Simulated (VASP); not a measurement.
# CrB2 (P6/mmm) in VASP: notebook

The runs below take CrB2 through vibrations by perturbation theory, with LDA.

Everything below comes from runs of VASP 6.6.1. Logs are shortened: lines on timing, memory, paths and dates and some standing lists are left out, and cuts for length are marked.

### 1 The cell of the first run

It takes space group P6/mmm (No. 191, hexagonal). Conventional cell: a = 2.931 Å, b = 2.931 Å, c = 2.834 Å, α = 90.00°, β = 90.00°, γ = 120.00°. Within 2.9 Å of Cr (site symmetry 6/mmm) lie 12 B at 2.21 Å and 2 Cr at 2.83 Å. B (site symmetry -6m2) has 3 B at 1.69 Å and 6 Cr at 2.21 Å within 2.3 Å.

### 2 Vibrations by perturbation theory, LDA (phonons at volume x 0.98)

File INCAR:

```
SYSTEM = CrB2
PREC     = Accurate       ! precision mode
ENCUT    = 520            ! plane-wave cutoff, eV
EDIFF    = 1E-8           ! SCF threshold, eV
ISMEAR   = -1             ! smearing method
SIGMA    = 0.15           ! smearing width, eV
LREAL    = .FALSE.        ! projectors in reciprocal space
LASPH    = .TRUE.         ! aspherical terms in the spheres
NELM     = 80             ! most SCF steps
ALGO     = Normal         ! electronic algorithm
ISIF     = 2              ! what is computed and relaxed
LWAVE    = .FALSE.        ! write WAVECAR
LCHARG   = .FALSE.        ! write CHGCAR
GGA      = CA             ! functional
IBRION   = 8              ! ionic algorithm
NSW      = 1              ! ionic steps
```

File KPOINTS:

```
Automatic mesh
0
G
  18 18 14
  0 0 0
```

File POSCAR:

```
CrB2
1.0
    2.9314844570      0.0000000000      0.0000000000
   -1.4657422285      2.5387400106      0.0000000000
    0.0000000000      0.0000000000      2.8338477905
Cr B
1 2
Direct
    0.0000000000      0.0000000000      0.0000000000
    0.3333333333      0.6666666667      0.5000000000
    0.6666666667      0.3333333333      0.5000000000
```

Potentials or basis: VASP PAW LDA potentials, release 64 (Cr_pv, B).

Run with:

```bash
cat potpaw_LDA.64/Cr_pv/POTCAR potpaw_LDA.64/B/POTCAR > POTCAR
mpirun -np 1 vasp_std > vasp.out
```

OUTCAR:

```text
SYSTEM = CrB2
   PREC = Accurate
   ENCUT = 520
   EDIFF = 1E-8
   ISMEAR = -1
   LREAL = .FALSE.
   LASPH = .TRUE.
   NELM = 80
   ISIF = 2
   GGA = CA
   IBRION = 8
   NSW = 1

 ion  position               nearest neighbor table
   1  0.000  0.000  0.000-   2 2.21   3 2.21   2 2.21   3 2.21   3 2.21   3 2.21   2 2.21   2 2.21
                             3 2.21   3 2.21   2 2.21   2 2.21
   2  0.333  0.667  0.500-   3 1.69   3 1.69   3 1.69   1 2.21   1 2.21   1 2.21   1 2.21   1 2.21
                             1 2.21
   3  0.667  0.333  0.500-   2 1.69   2 1.69   2 1.69   1 2.21   1 2.21   1 2.21   1 2.21   1 2.21
                             1 2.21

  LATTYP: Found a hexagonal cell.
 ALAT       =     2.9314844570
 C/A-ratio  =     0.9666937799

  Lattice vectors:

 A1 = (   2.9314844570,   0.0000000000,   0.0000000000)
 A2 = (  -1.4657422285,   2.5387400106,   0.0000000000)
 A3 = (   0.0000000000,   0.0000000000,   2.8338477905)

Analysis of symmetry for initial positions (statically):
=====================================================================
 Subroutine PRICEL returns:
 Original cell was already a primitive cell.

 Routine SETGRP: Setting up the symmetry group for a
 hexagonal supercell.

 Subroutine GETGRP returns: Found 24 space group operations
 (whereof 24 operations were pure point group operations)
 out of a pool of 24 trial point group operations.

The static configuration has the point symmetry D_6h.

Analysis of symmetry for dynamics (positions and initial velocities):
=====================================================================
 Subroutine PRICEL returns:
 Original cell was already a primitive cell.

 Routine SETGRP: Setting up the symmetry group for a
 hexagonal supercell.

 Subroutine GETGRP returns: Found 24 space group operations
 (whereof 24 operations were pure point group operations)
 out of a pool of 24 trial point group operations.
[... 566 lines left out ...]
 -----------------------------------------------------------------------------------
      0.00000      0.00000      0.00000         0.000000      0.000000      0.000000
     -0.00000      1.69249      1.41692         0.000000     -0.000000      0.000000
      1.46574      0.84625      1.41692        -0.000000      0.000000     -0.000000
 -----------------------------------------------------------------------------------
    total drift:                               -0.000000      0.000000      0.000000

  FREE ENERGIE OF THE ION-ELECTRON SYSTEM (eV)
  ---------------------------------------------------
  free  energy   TOTEN  =       -26.7826461476 eV

  energy  without entropy=      -26.6211047577  energy(sigma->0) =      -26.70187545

[... ionic steps 2 to 3 ...]

--------------------------------------- Ionic step        4  -------------------------------------------

------------------------ aborting loop because EDIFF is reached ----------------------------------------
[... 11 lines left out ...]
[... ionic steps 8 to 8 ...]

--------------------------------------- Ionic step        9  -------------------------------------------

 Free energy of the ion-electron system (eV)
  ---------------------------------------------------
  ---------------------------------------------------
  free energy    TOTEN  =        -0.04384857 eV

  energy without entropy =       -0.04384852

------------------------ aborting loop because EDIFF is reached ----------------------------------------

 INTERNAL STRAIN TENSOR  FOR ION    2  DIRECTION 3   (eV/Angst):
 -----------------------------------------------------------------------------
     0.00893  0.00000  0.00000
     0.00000  0.00893  0.00000
     0.00000  0.00000 -0.02940

 INTERNAL STRAIN TENSOR FOR ION    3 for displacements in x,y,z  (eV/Angst):
          X           Y           Z          XY          YZ          ZX
  --------------------------------------------------------------------------------
  x     0.00000     0.00000     0.00000     6.10955     0.00000     0.00000
  y     6.10955    -6.10955     0.00000    -0.00000     0.00000     0.00000
  z     0.00000     0.00000     0.00000    -0.00000     0.00000     0.00000

 SECOND DERIVATIVES (NOT SYMMETRIZED)
 ------------------------------------
               1X          1Y          1Z          2X          2Y          2Z          3X          3Y          3Z
  1X   -11.976175    0.000000    0.000000    5.988087    0.000000    0.000000    5.988087    0.000000    0.000000
  1Y     0.000000  -11.976175    0.000000    0.000000    5.988087    0.000000    0.000000    5.988087    0.000000
  1Z    -0.000000    0.000000  -12.632331   -0.000000    0.000000    6.316166    0.000000    0.000000    6.316166
  2X     5.959590    0.000000    0.000000  -21.772012   -0.000000    0.000000   15.812422    0.000000    0.000000
  2Y     0.000000    5.959590    0.000000    0.000000  -21.772012    0.000000    0.000000   15.812422    0.000000
  2Z     0.000000    0.000000    6.309839   -0.000000    0.000000   -9.535349    0.000000   -0.000000    3.225510
  3X     5.959590    0.000000    0.000000   15.812422    0.000000    0.000000  -21.772012   -0.000000    0.000000
  3Y     0.000000    5.959590    0.000000    0.000000   15.812422    0.000000    0.000000  -21.772012    0.000000
  3Z     0.000000    0.000000    6.309839    0.000000   -0.000000    3.225510   -0.000000    0.000000   -9.535349

 Eigenvectors and eigenvalues of the dynamical matrix
 ----------------------------------------------------

   1 f  =   29.148875 THz   183.147783 2PiTHz  972.301809 cm-1   120.550006 meV
             X         Y         Z           dx          dy          dz
      0.000000  0.000000  0.000000     0.000000   -0.000000   -0.000000
     -0.000000  1.692493  1.416924     0.000003   -0.707107   -0.000000
      1.465742  0.846247  1.416924    -0.000003    0.707107   -0.000000
[... 43 lines left out ...]
   9 f/i=    0.015029 THz     0.094431 2PiTHz    0.501319 cm-1     0.062156 meV
             X         Y         Z           dx          dy          dz
      0.000000  0.000000  0.000000    -0.259336    0.798779   -0.000000
     -0.000000  1.692493  1.416924    -0.118535    0.365099   -0.000000
      1.465742  0.846247  1.416924    -0.118535    0.365099   -0.000000

--------------------------------------------------------------------------------------------------------

 ELASTIC MODULI CONTR FROM IONIC RELAXATION (kBar)
 Direction    XX          YY          ZZ          XY          YZ          ZX
 --------------------------------------------------------------------------------
 XX        -150.8927    150.8927      0.0000      0.0000     -0.0000      0.0000
 YY         150.8927   -150.8927      0.0000     -0.0000      0.0000      0.0000
 ZZ           0.0000      0.0000      0.0000      0.0000      0.0000      0.0000
 XY           0.0000     -0.0000      0.0000   -150.8927     -0.0000      0.0000
 YZ          -0.0000      0.0000      0.0000     -0.0000     -0.0000      0.0000
 ZX           0.0000      0.0000      0.0000      0.0000      0.0000      0.0000
 --------------------------------------------------------------------------------
```

Run time: 5.3 min. Hardware: 1 thread of Intel Xeon 6975P-C (Granite Rapids), shared host; peak memory 0.98 GiB.

Results:

- Highest phonon frequency at Γ, LO-TO splitting left out: 972 cm⁻¹

Phonon frequencies in cm⁻¹ (negative: imaginary):
| q point | frequencies |
| --- | --- |
| (0.000, 0.000, 0.000) | -1 -1 0 461 461 474 567 972 972 |

Caveat: the cell differs from its parent crystal (phonons at volume x 0.98); the cell wasn't relaxed at this level first, which shifts response properties. Spin polarisation is off, so any magnetic state and its effect on volume and gap are missing.

### 3 Vibrations by perturbation theory, LDA

File INCAR:

```
  PREC = Accurate
  ENCUT = 520
  EDIFF = 1E-8
  ISMEAR = -1
  SIGMA = 0.15
  LREAL = F
  LASPH = T
  NELM = 100
  ALGO = Normal
  ISIF = 2
  LWAVE = F
  LCHARG = T
  NBANDS = 16
  IBRION = 8
  NSW = 1
```

File KPOINTS:

```
Automatic mesh
0
Gamma
  18 18 14
```

File POSCAR:

```
CrB2
1.0
    2.9328683783      0.0000000000      0.0000000000
   -1.4664341891      2.5399385216      0.0000000000
    0.0000000000      0.0000000000      2.8364017756
Cr B
1 2
Direct
    0.0000000000      0.0000000000      0.0000000000
    0.3333333333      0.6666666667      0.5000000000
    0.6666666667      0.3333333333      0.5000000000
```

Potentials or basis: VASP PAW LDA potentials, release 64 (Cr_pv, B).

Run with:

```bash
cat potpaw_LDA.64/Cr_pv/POTCAR potpaw_LDA.64/B/POTCAR > POTCAR
mpirun -np 1 vasp_std > vasp.out
```

OUTCAR:

```text
PREC = Accurate
   ENCUT = 520
   EDIFF = 1E-8
   ISMEAR = -1
   LREAL = F
   LASPH = T
   NELM = 100
   ISIF = 2
   IBRION = 8
   NSW = 1

 ion  position               nearest neighbor table
   1  0.000  0.000  0.000-   2 2.21   3 2.21   2 2.21   3 2.21   3 2.21   3 2.21   2 2.21   2 2.21
                             3 2.21   3 2.21   2 2.21   2 2.21
   2  0.333  0.667  0.500-   3 1.69   3 1.69   3 1.69   1 2.21   1 2.21   1 2.21   1 2.21   1 2.21
                             1 2.21
   3  0.667  0.333  0.500-   2 1.69   2 1.69   2 1.69   1 2.21   1 2.21   1 2.21   1 2.21   1 2.21
                             1 2.21

  LATTYP: Found a hexagonal cell.
 ALAT       =     2.9328683783
 C/A-ratio  =     0.9671084446

  Lattice vectors:

 A1 = (   2.9328683783,   0.0000000000,   0.0000000000)
 A2 = (  -1.4664341891,   2.5399385216,   0.0000000000)
 A3 = (   0.0000000000,   0.0000000000,   2.8364017756)

Analysis of symmetry for initial positions (statically):
[... 714 lines left out ...]
  y     6.09181    -6.09181     0.00000    -0.00000     0.00000     0.00000
  z     0.00000     0.00000     0.00000     0.00000     0.00000     0.00000

 SECOND DERIVATIVES (NOT SYMMETRIZED)
 ------------------------------------
               1X          1Y          1Z          2X          2Y          2Z          3X          3Y          3Z
  1X   -11.889162   -0.000000    0.000000    5.944581    0.000000    0.000000    5.944581    0.000000    0.000000
  1Y    -0.000000  -11.889162    0.000000    0.000000    5.944581    0.000000    0.000000    5.944581    0.000000
  1Z     0.000000    0.000000  -12.533268    0.000000   -0.000000    6.266634    0.000000   -0.000000    6.266634
  2X     5.915174    0.000000    0.000000  -21.672415   -0.000000    0.000000   15.757240    0.000000    0.000000
  2Y     0.000000    5.915174    0.000000   -0.000000  -21.672415    0.000000    0.000000   15.757240    0.000000
  2Z     0.000000    0.000000    6.260805    0.000000    0.000000   -9.489187    0.000000    0.000000    3.228382
  3X     5.915174    0.000000    0.000000   15.757240    0.000000    0.000000  -21.672415   -0.000000    0.000000
  3Y     0.000000    5.915174    0.000000    0.000000   15.757240    0.000000   -0.000000  -21.672415    0.000000
  3Z     0.000000    0.000000    6.260805    0.000000    0.000000    3.228382    0.000000    0.000000   -9.489187

 Eigenvectors and eigenvalues of the dynamical matrix
 ----------------------------------------------------

   1 f  =   29.088793 THz   182.770278 2PiTHz  970.297700 cm-1   120.301528 meV
             X         Y         Z           dx          dy          dz
      0.000000  0.000000  0.000000    -0.000000    0.000000   -0.000000
     -0.000000  1.693292  1.418201     0.321830    0.629623   -0.000000
      1.466434  0.846646  1.418201    -0.321830   -0.629623   -0.000000
[... 43 lines left out ...]
   9 f/i=    0.015567 THz     0.097808 2PiTHz    0.519246 cm-1     0.064378 meV
             X         Y         Z           dx          dy          dz
      0.000000  0.000000  0.000000    -0.832174   -0.112919    0.000000
     -0.000000  1.693292  1.418201    -0.380399   -0.051617    0.000000
      1.466434  0.846646  1.418201    -0.380399   -0.051617    0.000000

--------------------------------------------------------------------------------------------------------

 ELASTIC MODULI CONTR FROM IONIC RELAXATION (kBar)
 Direction    XX          YY          ZZ          XY          YZ          ZX
 --------------------------------------------------------------------------------
 XX        -150.3606    150.3606      0.0000     -0.0000      0.0000      0.0000
 YY         150.3606   -150.3606     -0.0000     -0.0000      0.0000      0.0000
 ZZ           0.0000     -0.0000     -0.0000      0.0000      0.0000      0.0000
 XY          -0.0000     -0.0000      0.0000   -150.3606      0.0000      0.0000
 YZ           0.0000      0.0000      0.0000      0.0000      0.0000      0.0000
 ZX           0.0000      0.0000      0.0000      0.0000      0.0000      0.0000
 --------------------------------------------------------------------------------
```

stdout:

```text
POSCAR found type information on POSCAR CrB
 POSCAR found :  2 types and       3 ions
 scaLAPACK will be used
 LDA part: xc-table for (Slater(with rela. corr.)+CA(PZ))
 , standard interpolation
 POSCAR, INCAR and KPOINTS ok, starting setup
 FFT: planning ... GRIDC
 FFT: planning ... GRID_SOFT
 FFT: planning ... GRID
 WAVECAR not read
 entering main loop
 Linear response reoptimize wavefunctions to high precision
 Linear response DOF=           4
 Linear response progress:
 first order change of Fermi-energy  -0.21816E-02
 force on displaced ion       1 direction 1 : -11.889   0.000   0.000
 Linear response progress:
 first order change of Fermi-energy   0.18046E-02
 force on displaced ion       1 direction 3 :   0.000   0.000 -12.533
 Linear response progress:
 first order change of Fermi-energy   0.38274E-04
 force on displaced ion       2 direction 1 : -21.672  -0.005   0.000
 Linear response progress:
 first order change of Fermi-energy   0.20411E-03
 force on displaced ion       2 direction 3 :  -0.000   0.000  -9.489
 Linear response finished
```

Wall time 7.2 min (1 thread of Intel Xeon 6975P-C (Granite Rapids), shared host); peak memory 1.1 GiB.

Results:

| Property | Result |
| --- | --- |
| Highest phonon frequency at Γ, LO-TO splitting left out | 970 cm⁻¹ |

Phonon frequencies in cm⁻¹ (negative: imaginary):
```tsv
q point	frequencies
(0.000, 0.000, 0.000)	-1 -1 0 459 459 472 566 970 970
```

Caveat: the cell wasn't relaxed at this level first, which shifts response properties.
